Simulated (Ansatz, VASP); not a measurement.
**One calculation of TePb, two programs**

File POSCAR:

```
TePb
1.0
    0.0000000000      3.2348261331      3.2348261331
    3.2348261331      0.0000000000      3.2348261331
    3.2348261331      3.2348261331      0.0000000000
Pb Te
1 1
Direct
    0.0000000000      0.0000000000      0.0000000000
    0.5000000000      0.5000000000      0.5000000000
```

Contents of INCAR.step1:

```
SYSTEM = TePb
PREC = Accurate ; ENCUT = 520
ISMEAR = 0 ; SIGMA = 0.01
LREAL = .False. ; LASPH = .True.
NELM = 60 ; NBANDS = 17
GGA = PE ; ALGO = Normal
EDIFF = 1E-4 ; LWAVE = .True.
LCHARG = .False.
```

The input INCAR.step2:

```
SYSTEM = TePb
PREC = Accurate ; ENCUT = 520
EDIFF = 1E-7 ; ISMEAR = 0
SIGMA = 0.01 ; LREAL = .False.
LASPH = .True. ; NELM = 60
ALGO = Normal ; ISIF = 2
LWAVE = .False. ; LCHARG = .False.
METAGGA = R2SCAN ; LMIXTAU = .True.
NBANDS = 17 ; ISTART = 1
```

The input KPOINTS:

```
regular mesh
0
Gamma
  6 6 6
  0 0 0
```

Input for Ansatz:

```yaml
crystal:
  lattice:
    - [0.0, 3.2348261331, 3.2348261331]
    - [3.2348261331, 0.0, 3.2348261331]
    - [3.2348261331, 3.2348261331, 0.0]
  atoms:
    - { symbol: Pb, position: [0.0, 0.0, 0.0] }
    - { symbol: Te, position: [0.5, 0.5, 0.5] }
kpoints:
  mp_grid: { grid: [6, 6, 6] }
hamiltonian:
  xc: r2scan
scf:
  occupations: { method: fixed }
  n_extra_bands: 4
output:
  forces: true
  stress: true
  eigenvalues: true
```

Alike in both runs: task single point; functional r2SCAN; k mesh 6 × 6 × 6; no spin polarisation.

```csv
,VASP,Ansatz
version,VASP 6.6.1,Ansatz 0.2.0
potentials or method,"VASP PAW PBE potentials, release 64 (Pb_d, Te)","plane waves, PAW"
plane-wave cutoff (eV),520,500
occupations,"gaussian, width 0.01 eV",fixed
valence electrons in the cell,20,30
```

```tsv
	VASP	Ansatz	Ansatz less VASP
gap on the k mesh at the Fermi level (eV)	1.03	1.02	-0.004
pressure (GPa)	1.4	1.4	+0.01
```

VASP's potentials were made for PBE, not for r2SCAN. VASP's potentials hold 20 valence electrons a cell and Ansatz's 30, so a difference there can come from the potentials and not from the codes.

Neither program's run includes spin-orbit coupling.
